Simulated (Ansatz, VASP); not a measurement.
AlN in VASP and in Ansatz

Contents of INCAR:

```
  PREC = Accurate
  ENCUT = 520
  EDIFF = 1E-6
  ISMEAR = 0
  SIGMA = 0.05
  LREAL = F
  LASPH = T
  NELM = 60
  ALGO = Normal
  ISIF = 2
  LWAVE = F
  LCHARG = F
  GGA = PS
  NBANDS = 16
```

KPOINTS

```
Automatic mesh
0
Gamma
  9 9 6
```

The input POSCAR:

```
AlN
1.0
    3.3074036304      0.0000000000      0.0000000000
   -1.6537018152      2.8642955645      0.0000000000
    0.0000000000      0.0000000000      3.8279889619
Al N
2 2
Direct
    0.3333333333      0.6666666667      0.7500000000
    0.6666666667      0.3333333333      0.2500000000
    0.3333333333      0.6666666667      0.2500000000
    0.6666666667      0.3333333333      0.7500000000
```

Input for Ansatz:

```yaml
crystal:
  lattice:
    - [3.3074036304, 0.0, 0.0]
    - [-1.6537018152, 2.8642955645, 0.0]
    - [0.0, 0.0, 3.8279889619]
  atoms:
    - { symbol: Al, position: [0.3333333333, 0.6666666667, 0.75] }
    - { symbol: Al, position: [0.6666666667, 0.3333333333, 0.25] }
    - { symbol: "N", position: [0.3333333333, 0.6666666667, 0.25] }
    - { symbol: "N", position: [0.6666666667, 0.3333333333, 0.75] }
basis:
  ecutwfc: 520.0
kpoints:
  mp_grid: { grid: [9, 9, 6] }
hamiltonian:
  xc: pbesol
  pseudopotentials: { kind: paw, azcp: { folder: soft_1 } }
scf:
  occupations: { method: gaussian, width: 0.05 }
output:
  forces: true
  stress: true
  eigenvalues: true
```

Alike in both runs: task single point; functional PBEsol; k mesh 9 × 9 × 6; occupations gaussian, width 0.05 eV; no spin polarisation.

```csv
,VASP,Ansatz
version,VASP 6.6.1,Ansatz 0.2.0
potentials or method,"VASP PAW PBE potentials, release 64 (Al, N), cutoff 520 eV","scalar-relativistic, plane waves, PAW"
valence electrons in the cell,16,16
```

|  | VASP | Ansatz | Ansatz less VASP |
| --- | --- | --- | --- |
| gap on the k mesh at the Fermi level (eV) | 4.01 | 4.00 | -0.012 |
| least direct gap on the mesh (eV) | 4.01 | 4.00 | -0.012 |
| pressure (GPa) | 19.6 | 19.4 | -0.15 |
| traceless stress, the component that is largest in VASP (GPa) | 16.98 | 16.73 | -0.250 |

VASP's potentials were made for PBE, not for PBEsol, and Ansatz warns of the same on its side. With one functional, cell and mesh, what is left measures potentials, basis and numerics.
